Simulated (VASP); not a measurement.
The system is SiNi3.

```xyz
4
Lattice="3.5420 0.0000 0.0000 0.0000 3.5420 0.0000 0.0000 0.0000 3.5420" Properties=species:S:1:pos:R:3 pbc="T T T"
Si    0.0000    0.0000    0.0000
Ni    0.0000    1.7710    1.7710
Ni    1.7710    0.0000    1.7710
Ni    1.7710    1.7710    0.0000
```

| Quantity | Value |
| --- | --- |
| Program | VASP 6.6.1 |
| Task | relaxation of cell and atoms |
| Functional | PBE |
| Potentials or basis | VASP PAW PBE potentials, release 64 (Si, Ni) |
| Cutoff | 600 eV |
| k mesh | 6 × 6 × 6 |
| Occupations | gaussian, width 0.2 eV |
| Spin | collinear spin, ferromagnetic start |
| Starting moments | [0.0, 1.0, 1.0, 1.0] μB |

At the start: pressure -5.9 GPa; volume 11.11 Å³/atom.

Problem. How do energy, volume and symmetry change on relaxing?

Solution. Over 3 steps the energy falls by 6.3 meV/atom and the volume is 10.78 Å³/atom (-3.0 %); space group Pm-3m (No. 221, to 0.1 Å) before and after; moment 0.00 μB per cell.

The path:
```tsv
step	energy change (eV)	largest force (eV/Å)	pressure (GPa)	volume (Å³)
1	0.0000	0.0000	-5.92	44.44
2	0.0007	0.0000	6.75	41.85
3	-0.0253	0.0000	0.00	43.12
```

Final structure:
```
Si Ni
1.0
     3.50665    0.00000    0.00000
     0.00000    3.50665    0.00000
     0.00000    0.00000    3.50665
Si Ni
1 3
Direct
  0.00000 0.00000 0.00000
  0.00000 0.50000 0.50000
  0.50000 0.00000 0.50000
  0.50000 0.50000 0.00000
```

Caveat: the moments typed at the start vanished in this run.
